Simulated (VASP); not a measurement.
Ge3Pd:

```
Pd Ge
1.0
     4.19653    0.00000    0.00000
     0.00000    4.19653    0.00000
     0.00000    0.00000    4.19653
Pd Ge
1 3
Direct
  0.00000 0.00000 0.00000
  0.50000 0.50000 0.00000
  0.50000 0.00000 0.50000
  0.00000 0.50000 0.50000
```

Base run:

* Program: VASP 6.6.1
* Functional: PBE
* Potentials or basis: VASP PAW PBE potentials, release 64 (Pd, Ge_d)
* Cutoff: 520 eV
* k mesh: 7 × 7 × 7
* Occupations: fermi-dirac, width 0.05 eV
* Spin: no spin polarisation

Its results: band gap on the k mesh zero (bands 26 and 27 overlap by 1.48 eV); pressure -3.1 GPa.

Question: The run is repeated on the same cell with these changes: functional from PBE to LDA; potentials or basis from VASP PAW PBE potentials, release 64 (Pd, Ge_d) to VASP PAW LDA potentials, release 64 (Pd, Ge_d). What comes out?

Answer: Band gap on the k mesh zero (bands 26 and 27 overlap by 1.52 eV); pressure -9.4 GPa.

Caveats: the cell stands under tension.
